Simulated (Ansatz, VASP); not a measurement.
## LiCl: VASP beside Ansatz

```xyz
4
Lattice="-1.7877 3.1490 3.3191 1.7877 -3.1490 3.3191 1.7877 3.1490 -3.3191" Properties=species:S:1:pos:R:3 pbc="T T T"
Li    0.0000    4.5993    0.0000
Li    0.0000    1.6986    0.0000
Cl    0.0000    0.0000    4.8991
Cl    0.0000    0.0000    1.7391
```

Alike in both runs: functional PBE; k mesh 8 × 8 × 8; occupations gaussian, width 0.02 eV; no spin polarisation.

Ansatz relaxed the structure, and its values are those at the end. VASP's run is a single point on that final structure, the one shown.

|  | VASP | Ansatz |
| --- | --- | --- |
| version | VASP 6.6.1 | Ansatz 0.2.0 |
| potentials or method | VASP PAW PBE potentials, release 64 (Li_sv, Cl), cutoff 520 eV | scalar-relativistic, plane waves, PAW |
| valence electrons in the cell | 20 | 20 |

Ansatz gave:

| Property | Result |
| --- | --- |
| gap on the k mesh at the Fermi level (eV) | 5.05 |
| least direct gap on the mesh (eV) | 5.44 |

Problem. Which values does VASP return?

Solution. gap on the k mesh at the Fermi level (eV): 5.06; least direct gap on the mesh (eV): 5.45.

Noted on VASP's run: the cutoff is under 1.25 times that of the potentials, so the pressure is a little rough.
